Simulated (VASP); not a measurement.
# Si16Ge (a cell with a defect) in VASP: notebook

The runs below take Si16Ge (a cell with a defect) through single point, with PBE+D3(BJ).

Everything below comes from runs of VASP 6.6.1. Logs are shortened: lines on timing, memory, paths and dates and some standing lists are left out, and cuts for length are marked.

### 1 The cell of the first run

The cell holds a defect, 17 atoms: a = 7.679 Å, b = 7.679 Å, c = 7.679 Å, α = 60.00°, β = 60.00°, γ = 60.00°.

### 2 Single point, PBE+D3(BJ)

Input file INCAR:

```
SYSTEM = Si16Ge
ALGO = Normal
EDIFF = 1E-6
ENCUT = 520
GGA = PE
ISIF = 2
ISMEAR = -1
IVDW = 12
LASPH = .True.
LCHARG = .False.
LREAL = Auto
LWAVE = .False.
NBANDS = 53
NELM = 60
PREC = Accurate
SIGMA = 0.05
```

Input file KPOINTS:

```
k-points
0
Gamma
  2 2 2
  0 0 0
```

Input file POSCAR:

```
Si16Ge
1.0
    0.0000000000      5.4300000000      5.4300000000
    5.4300000000      0.0000000000      5.4300000000
    5.4300000000      5.4300000000      0.0000000000
Si Ge
16 1
Direct
    0.0243462247     -0.0007918969     -0.0306445672
    0.1376611418      0.1484162063      0.0787845304
    0.0424033149     -0.0207642726      0.4696777164
    0.1466482505      0.1027808471      0.5916758748
    0.0104972376      0.5104788214     -0.0127624309
    0.1628084715      0.6231031308      0.1403038674
   -0.0098066298      0.4592541436      0.4838581952
    0.1208655617      0.6065930018      0.6374033149
    0.5258103131      0.0116850829     -0.0129005525
    0.6436279926      0.0849355433      0.1448434622
    0.5167863720      0.0098066298      0.5080018416
    0.6590976059      0.0853406998      0.6337384899
    0.5239871087      0.4528637201     -0.0133793738
    0.6242357274      0.6474953959      0.0905524862
    0.5009668508      0.5211141805      0.4613904236
    0.6097053407      0.6222651934      0.6260405157
    0.7589318600      0.2748066298      0.2315101289
```

Potentials or basis: VASP PAW PBE potentials, release 64 (Si, Ge_d).

On the command line:

```sh
$ cat potpaw_PBE.64/Si/POTCAR potpaw_PBE.64/Ge_d/POTCAR > POTCAR
$ mpirun -np 1 vasp_std > vasp.out
```

OUTCAR:

```text
SYSTEM = Si16Ge
   EDIFF = 1E-6
   ENCUT = 520
   GGA = PE
   ISIF = 2
   ISMEAR = -1
   IVDW = 12
   LASPH = .True.
   LREAL = Auto
   NELM = 60
   PREC = Accurate
 IVDW          = 12

 ion  position               nearest neighbor table
   1  0.024  0.999  0.969-   2 2.34   4 2.38   6 2.39  10 2.41  17 2.92
   2  0.138  0.148  0.079-   5 2.28   1 2.34  17 2.38   9 2.45   3 2.47
   3  0.042  0.979  0.470-   4 2.19   8 2.36  12 2.42   2 2.47  17 2.85
   4  0.147  0.103  0.592-   3 2.19   7 2.25  11 2.37   1 2.38
   5  0.010  0.510  0.987-   8 2.20   2 2.28  14 2.43   6 2.63  17 2.65
   6  0.163  0.623  0.140-   7 2.27  13 2.33   1 2.39   5 2.63
   7  0.990  0.459  0.484-   4 2.25   6 2.27  16 2.41   8 2.71
   8  0.121  0.607  0.637-   5 2.20   3 2.36  15 2.41   7 2.71
   9  0.526  0.012  0.987-  10 2.21  12 2.24  14 2.30   2 2.45
  10  0.644  0.085  0.145-   9 2.21  11 2.30  13 2.32   1 2.41  17 2.49
  11  0.517  0.010  0.508-  12 2.17  10 2.30   4 2.37  16 2.45  17 2.76
  12  0.659  0.085  0.634-  11 2.17   9 2.24   3 2.42  17 2.55  15 2.75
  13  0.524  0.453  0.987-  16 2.29  10 2.32   6 2.33  14 2.53  17 2.65
  14  0.624  0.647  0.091-   9 2.30  15 2.33  17 2.34   5 2.43  13 2.53
  15  0.501  0.521  0.461-  14 2.33  16 2.36   8 2.41  17 2.59  12 2.75
  16  0.610  0.622  0.626-  13 2.29  15 2.36   7 2.41  11 2.45
  17  0.759  0.275  0.232-  14 2.34   2 2.38  10 2.49  12 2.55  15 2.59   5 2.65  13 2.65  11 2.76
                             3 2.85   1 2.92

  LATTYP: Found a face centered cubic cell.
 ALAT       =    10.8600000000

  Lattice vectors:

 A1 = (   0.0000000000,   5.4300000000,   5.4300000000)
 A2 = (   5.4300000000,   0.0000000000,   5.4300000000)
 A3 = (   5.4300000000,   5.4300000000,   0.0000000000)

Analysis of symmetry for initial positions (statically):
=====================================================================
 Subroutine PRICEL returns:
 Original cell was already a primitive cell.

 Routine SETGRP: Setting up the symmetry group for a
 face centered cubic supercell.

 Subroutine GETGRP returns: Found  1 space group operations
 (whereof  1 operations were pure point group operations)
 out of a pool of 48 trial point group operations.

The static configuration has the point symmetry C_1 .

Analysis of symmetry for dynamics (positions and initial velocities):
=====================================================================
 Subroutine PRICEL returns:
 Original cell was already a primitive cell.

 Routine SETGRP: Setting up the symmetry group for a
 face centered cubic supercell.

 Subroutine GETGRP returns: Found  1 space group operations
 (whereof  1 operations were pure point group operations)
 out of a pool of 48 trial point group operations.

The dynamic configuration has the point symmetry C_1 .

 Subroutine INISYM returns: Found  1 space group operations
 (whereof  1 operations are pure point group operations),
 and found     1 'primitive' translations

----------------------------------------------------------------------------------------

                                     Primitive cell

  volume of cell :     320.2060

  direct lattice vectors                    reciprocal lattice vectors
     0.000000000  5.430000000  5.430000000    -0.092081031  0.092081031  0.092081031
     5.430000000  0.000000000  5.430000000     0.092081031 -0.092081031  0.092081031
     5.430000000  5.430000000  0.000000000     0.092081031  0.092081031 -0.092081031

  length of vectors
     7.679179644  7.679179644  7.679179644     0.159489025  0.159489025  0.159489025

  position of ions in fractional coordinates (direct lattice)
     0.024346225  0.999208103  0.969355433
     0.137661142  0.148416206  0.078784530
     0.042403315  0.979235727  0.469677716
     0.146648251  0.102780847  0.591675875
     0.010497238  0.510478821  0.987237569
     0.162808471  0.623103131  0.140303867
[... 9 lines left out ...]
     0.609705341  0.622265193  0.626040516
     0.758931860  0.274806630  0.231510129

  ion indices of the primitive-cell ions
   primitive index   ion index
                 1           1
                 2           2
                 3           3
                 4           4
                 5           5
                 6           6
[... 9 lines left out ...]
                16          16
                17          17

----------------------------------------------------------------------------------------

 KPOINTS: k-points

Automatic generation of k-mesh.
 Grid dimensions read from file:
 generate k-points for:    2    2    2

 Generating k-lattice:

  Cartesian coordinates                     Fractional coordinates (reciprocal lattice)
    -0.046040516  0.046040516  0.046040516     0.500000000  0.000000000  0.000000000
     0.046040516 -0.046040516  0.046040516     0.000000000  0.500000000  0.000000000
     0.046040516  0.046040516 -0.046040516     0.000000000  0.000000000  0.500000000

  Length of vectors
     0.079744512  0.079744512  0.079744512

  Shift w.r.t. Gamma in fractional coordinates (k-lattice)
     0.000000000  0.000000000  0.000000000

 Subroutine IBZKPT returns following result:
 ===========================================

 Found      8 irreducible k-points:

 Following reciprocal coordinates:
            Coordinates               Weight
  0.000000  0.000000  0.000000      1.000000
  0.500000  0.000000  0.000000      1.000000
  0.000000  0.500000  0.000000      1.000000
  0.000000  0.000000  0.500000      1.000000
  0.500000  0.500000  0.500000      1.000000
  0.500000  0.500000  0.000000      1.000000
  0.000000  0.500000  0.500000      1.000000
  0.500000  0.000000  0.500000      1.000000
   k-points           NKPTS =      8   k-points in BZ     NKDIM =      8   number of bands    NBANDS=     53
   number of dos      NEDOS =    301   number of ions     NIONS =     17
   total plane-waves  NPLWV = 216000
   dimension x,y,z NGX =    60 NGY =   60 NGZ =   60
   dimension x,y,z NGXF=   120 NGYF=  120 NGZF=  120
   ions per type =              16   1
   NGX,Y,Z   is equivalent  to a cutoff of  12.99, 12.99, 12.99 a.u.
   NGXF,Y,Z  is equivalent  to a cutoff of  25.98, 25.98, 25.98 a.u.
 SYSTEM =  Si16Ge
   PREC   = accura    normal or accurate (medium, high low for compatibility)
   ISTART =      0    job   : 0-new  1-cont  2-samecut
   ICHARG =      2    charge: 1-file 2-atom 10-const
   ISPIN  =      1    spin polarized calculation?
   LNONCOLLINEAR =      F non collinear calculations
   LSORBIT =      F    spin-orbit coupling
   LASPH  =      T    aspherical Exc in radial PAW
   ENCUT  =  520.0 eV  38.22 Ry    6.18 a.u.  14.28 14.28 14.28*2*pi/ulx,y,z
   NELM   =     60;   NELMIN=  2; NELMDL= -5     # of ELM steps
   EDIFF  = 0.1E-05   stopping-criterion for ELM
   LREAL  =      T    real-space projection
   EDIFFG = 0.1E-04   stopping-criterion for IOM
   NSW    =      0    number of steps for IOM
   IBRION =     -1    ionic relax: 0-MD 1-quasi-New 2-CG
   NFREE  =      0    steps in history (QN), initial steepest desc. (CG)
   ISIF   =      2    stress and relaxation
   ISYM   =      2    0-nonsym 1-usesym 2-fastsym
   POTIM  = 0.5000    time-step for ionic-motion
   TEBEG  =    0.0;   TEEND  =   0.0 temperature during run
   PSTRESS=    0.0 pullay stress
   NELECT =      78.0000    total number of electrons
   NUPDOWN=      -1.0000    fix difference up-down
   EMIN   =  10.00;   EMAX   =-10.00  energy-range for DOS
   EFERMI =   0.00;   METHOD = LEGACY
   ISMEAR =    -1;   SIGMA  =   0.05  broadening in eV -4-tet -1-fermi 0-gaus
   EFERMI_NEDOS =   21; number of points for ismear=-14 and -15
   IALGO  =     38    algorithm
   IMIX   =      4    mixing-type and parameters
     AMIX     =   0.40;   BMIX     =  1.00
     AMIX_MAG =   1.60;   BMIX_MAG =  1.00
  volume/ion in A,a.u.               =      18.84       127.11
  Fermi-wavevector in a.u.,A,eV,Ry     =   1.022421  1.932096 14.222785  1.045345
  Thomas-Fermi vector in A             =   2.156100
   LORBIT       =      0    0 simple, 1 ext, 2 COOP (PROOUT), +10 PAW based schemes
   GGA     = PE    functional components
   LHFCALC =     F    Hartree Fock is set to
   AEXX    =    0.0000 exact exchange contribution
   IVDW    =    12    specifies the selected vdW correction
   LEPSILON=     F    determine dielectric tensor
   LRPA    =     F    only Hartree local field effects (RPA)
 non-spin polarized calculation
  energy-cutoff  :      520.00
  volume of cell :      320.21
 maximum number of plane-waves:      8646
 NGX is ok and might be reduce to    60
   NGX = 29   NGY = 29   NGZ = 29

 number of electron      77.9999998 magnetization

 Free energy of the ion-electron system (eV)
  ---------------------------------------------------
  ext. energy  EPLUGINS =         0.00000000
  ---------------------------------------------------
  free energy    TOTEN  =       -84.28412596 eV

  energy without entropy =      -84.24106325  energy(sigma->0) =      -84.26259460

 E-fermi :   6.8116     XC(G=0):  -9.7779

 val. band max:        6.7935749455   @ k =   0.0000   0.5000   0.5000
 cond. band min:       6.8244825049   @ k =   0.5000   0.5000   0.0000
 fundamental gap:      0.0309075594
 Fermi energy:         6.8115825217

 k-point     1 :       0.0000    0.0000    0.0000
  band No.  band energies     occupation
      1     -18.2475      2.00000
      2     -18.2435      2.00000
      3     -18.2382      2.00000
      4     -18.2295      2.00000
      5     -18.2264      2.00000
      6      -6.6432      2.00000
[... 43 lines left out ...]
     50       8.1909      0.00000
     51       8.7036      0.00000

 k-point     2 :       0.5000    0.0000    0.0000
  band No.  band energies     occupation
      1     -18.2475      2.00000
      2     -18.2435      2.00000
      3     -18.2382      2.00000
      4     -18.2295      2.00000
      5     -18.2264      2.00000
      6      -6.3523      2.00000
[... 316 lines left out ...]
 k-point     8 :       0.5000    0.0000    0.5000
  band No.  band energies     occupation
      1     -18.2475      2.00000
      2     -18.2435      2.00000
      3     -18.2382      2.00000
      4     -18.2295      2.00000
      5     -18.2264      2.00000
      6      -6.2431      2.00000
[... 43 lines left out ...]
     50      10.1689      0.00000
     51      10.3324      0.00000
 [bands above 51 left out]

------------------------ aborting loop because EDIFF is reached ----------------------------------------

 Edisp (eV)   -5.69921

 E8    (eV) :    -2.3675

  FORCE on cell =-STRESS in cart. coord.  units (eV):
  Direction    XX          YY          ZZ          XY          YZ          ZX
  --------------------------------------------------------------------------------------
  -------------------------------------------------------------------------------------
  Total       8.92053     9.47718     8.90982     3.82350    -2.41470     1.06764
  in kB      44.63462    47.41985    44.58100    19.13122   -12.08214     5.34201
  external pressure =       45.55 kB  Pullay stress =        0.00 kB

 VOLUME and BASIS-vectors are now :
 -----------------------------------------------------------------------------
  energy-cutoff  :      520.00
  volume of cell :      320.21
      direct lattice vectors                 reciprocal lattice vectors
     0.000000000  5.430000000  5.430000000    -0.092081031  0.092081031  0.092081031
     5.430000000  0.000000000  5.430000000     0.092081031 -0.092081031  0.092081031
     5.430000000  5.430000000  0.000000000     0.092081031  0.092081031 -0.092081031

 POSITION                                       TOTAL-FORCE (eV/Angst)
 -----------------------------------------------------------------------------------
     10.68930      5.39580      5.55790        -0.406869      0.158142     -0.477662
      1.23370      1.17530      1.55340        -0.988781      1.958584      0.233868
      7.86760      2.78060      5.54750        -1.219090     -0.932692     -1.148097
      3.77090      4.00910      1.35440         0.921547      1.687345      0.441159
      8.13260      5.41770      2.82890         1.979558      0.834420      0.919753
      4.14530      1.64590      4.26750        -1.008867     -1.557142     -0.275686
[... 9 lines left out ...]
      6.77830      6.71010      6.68960        -0.753265     -0.447913      0.860551
      2.74930      5.37810      5.61320         0.333194      0.671135     -0.797560
 -----------------------------------------------------------------------------------
    total drift:                                0.001637     -0.002541     -0.001496

  FREE ENERGIE OF THE ION-ELECTRON SYSTEM (eV)
  ---------------------------------------------------
  free  energy   TOTEN  =       -89.9833355846 eV

  energy  without entropy=      -89.9402728740  energy(sigma->0) =      -89.96180423
```

It took 2.5 min on 1 thread of AMD EPYC 9R45 (Zen 5), shared host; peak memory 0.45 GiB.

Results:

- Free energy: -89.9833 eV
- Pressure: 4.6 GPa
- Largest force: 3.035 eV/Å
- Band gap on the k mesh: zero (bands 39 and 40 overlap by 0.22 eV)
- Dispersion energy per atom: -0.335 eV

Forces in eV/Å, atoms in the order of the input:
```
Si  -0.407  0.158 -0.478
Si  -0.989  1.959  0.234
Si  -1.219 -0.933 -1.148
Si   0.922  1.687  0.441
Si   1.980  0.834  0.920
Si  -1.009 -1.557 -0.276
Si   2.236  0.303  0.784
Si  -2.058 -1.345  0.650
Si   0.147 -1.155 -1.367
Si  -0.495  0.530  0.692
Si  -1.405 -0.821 -2.562
Si   0.966  0.326  2.448
Si   1.117 -0.295  0.372
Si  -0.191 -0.721  0.447
Si   0.826  0.804 -1.221
Si  -0.753 -0.448  0.861
Ge   0.333  0.671 -0.798
```

Caveat: the k points lie up to 0.50 Å⁻¹ apart.

### 3 Single point, PBE+D3(BJ)

Input file INCAR:

```
SYSTEM = Si16Ge
PREC = Accurate
ENCUT = 520
EDIFF = 1E-7
ISMEAR = -1
SIGMA = 0.05
LREAL = Auto
LASPH = .True.
NELM = 60
ALGO = Normal
ISIF = 2
LWAVE = .False.
LCHARG = .False.
GGA = PE
IVDW = 12
NBANDS = 53
```

Input file KPOINTS:

```
regular mesh
0
Gamma
  2 2 2
  0 0 0
```

Input file POSCAR:

```
Si16Ge
1.0
    0.0000000000      5.4300000000      5.4300000000
    5.4300000000      0.0000000000      5.4300000000
    5.4300000000      5.4300000000      0.0000000000
Si Ge
16 1
Direct
    0.0246224678     -0.0141620626     -0.0415653775
    0.1450368324      0.1548342541      0.0219060773
    0.1010313076      0.0012154696      0.4050644567
    0.2180847145      0.0812891344      0.5794290976
    0.0192817680      0.5134254144     -0.0277716390
    0.1725414365      0.6028545120      0.0767587477
    0.0813167587      0.4344659300      0.4537292818
    0.1794383057      0.6134898711      0.5738029466
    0.4897697974      0.0220718232     -0.0507090239
    0.6069060773      0.1434254144      0.0853406998
    0.5867311234     -0.0307090239      0.4417403315
    0.7178821363      0.0900552486      0.5981767956
    0.5402025783      0.4873296501     -0.0537569061
    0.6353683241      0.6432688766      0.0624953959
    0.5311141805      0.4921270718      0.4390883978
    0.7077071823      0.5813351750      0.5579097606
    0.7572375691      0.2318232044      0.2346224678
```

Potentials or basis: VASP PAW PBE potentials, release 64 (Si, Ge_d).

On the command line:

```sh
$ cat potpaw_PBE.64/Si/POTCAR potpaw_PBE.64/Ge_d/POTCAR > POTCAR
$ mpirun -np 1 vasp_std > vasp.out
```

Wall time 2.3 min (1 thread of AMD EPYC 9R45 (Zen 5), shared host); peak memory 0.46 GiB.

The run converged. Its results:

- Free energy: -90.1589 eV
- Pressure: 3.8 GPa
- Largest force: 2.884 eV/Å
- Band gap on the k mesh: zero (bands 39 and 40 overlap by 0.33 eV)
- Dispersion energy per atom: -0.334 eV

Forces in eV/Å, atoms in the order of the input:
```
Si  -0.950 -1.282 -0.985
Si   1.334  0.507 -0.449
Si  -0.419  0.372 -0.763
Si  -0.291  0.433 -1.175
Si  -1.365 -2.345 -0.032
Si   1.421  0.867  0.782
Si   1.557 -0.663  1.578
Si   1.034 -1.133 -1.233
Si  -1.073  1.553  0.813
Si  -2.532  1.000 -0.953
Si   0.039  1.012 -1.705
Si   0.303  0.016 -0.174
Si   0.119 -1.848  1.731
Si   0.408  0.308  0.707
Si   0.013  1.718  1.050
Si   0.439 -0.409 -0.559
Ge  -0.038 -0.108  1.367
```

Stress tensor (GPa, compression positive):
```
 3.65 -0.46  0.75
-0.46  3.02  0.82
 0.75  0.82  4.84
```

Levels at points of the mesh, in eV from the Fermi level:
```csv
k point,band 35,band 36,band 37,band 38,band 39,band 40,band 41,band 42,band 43,band 44
"(0.00, 0.00, 0.00)",-1.40,-1.05,-0.72,-0.71,-0.34,-0.27,-0.02,0.08,0.17,0.40
"(0.50, 0.00, 0.00)",-1.49,-1.29,-1.15,-1.06,-0.34,0.10,0.52,0.87,1.11,1.30
"(0.00, 0.50, 0.00)",-1.55,-1.33,-1.24,-0.98,-0.11,0.13,0.49,0.82,0.95,1.09
"(0.00, 0.00, 0.50)",-1.64,-1.51,-1.18,-0.92,-0.30,0.22,0.53,0.70,0.94,1.04
"(0.50, 0.50, 0.50)",-1.61,-1.41,-1.17,-0.95,-0.22,0.17,0.51,0.64,1.00,1.24
"(0.50, 0.50, 0.00)",-1.92,-1.71,-1.43,-1.06,0.02,0.53,0.85,1.12,1.41,1.76
"(0.00, 0.50, 0.50)",-1.82,-1.65,-1.53,-1.13,0.06,0.51,0.98,1.17,1.31,1.80
"(0.50, 0.00, 0.50)",-1.81,-1.65,-1.52,-1.15,0.01,0.51,0.94,1.08,1.15,1.70
```

Caveat: the k points lie up to 0.50 Å⁻¹ apart.

The gap in the log of VASP goes by the Fermi energy; the results here count the filled bands.